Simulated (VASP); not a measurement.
A run of VASP 6.6.1 is set up as follows.

INCAR

```
SYSTEM = SnSe
PREC     = Accurate       ! precision mode
ENCUT    = 520            ! plane-wave cutoff, eV
EDIFF    = 1E-6           ! SCF threshold, eV
ISMEAR   = 0              ! smearing method
SIGMA    = 0.05           ! smearing width, eV
LREAL    = .False.        ! projectors in reciprocal space
LASPH    = .True.         ! aspherical terms in the spheres
NELM     = 60             ! most SCF steps
ALGO     = Normal         ! electronic algorithm
ISIF     = 2              ! what is computed and relaxed
LWAVE    = .False.        ! write WAVECAR
LCHARG   = .False.        ! write CHGCAR
GGA      = PS             ! functional
NBANDS   = 17             ! bands
```

File KPOINTS:

```
Automatic mesh
0
Gamma
  10 10 10
  0 0 0
```

POSCAR

```
SnSe
1.0
    0.0000000000      3.4317945782      2.2306664758
    3.4317945782      0.0000000000      2.2306664758
    3.4317945782      3.4317945782      0.0000000000
Sn Se
1 1
Direct
    0.0000000000      0.0000000000      0.0000000000
    0.5000000000      0.5000000000      0.5000000000
```

Potentials or basis: VASP PAW PBE potentials, release 64 (Sn_d, Se).

Command:

```console
$ cat potpaw_PBE.64/Sn_d/POTCAR potpaw_PBE.64/Se/POTCAR > POTCAR
$ mpirun -np 1 vasp_std > vasp.out
```

**Question.** Estimate the band gap on the k mesh.

**Answer.** Zero (bands 10 and 11 overlap by 1.67 eV).

**Question.** Estimate the pressure.

**Answer.** 28.2 GPa.

Stress tensor (GPa, compression positive):
```
-1.73  0.00  0.00
 0.00 -1.73  0.00
 0.00  0.00 88.08
```

Caveat: the stress differs along the axes, from -2 to 88 GPa; the PAW data sets were made with another functional, which shifts forces and pressure a little; spin-orbit coupling is left out, which moves the levels of the heavy elements.
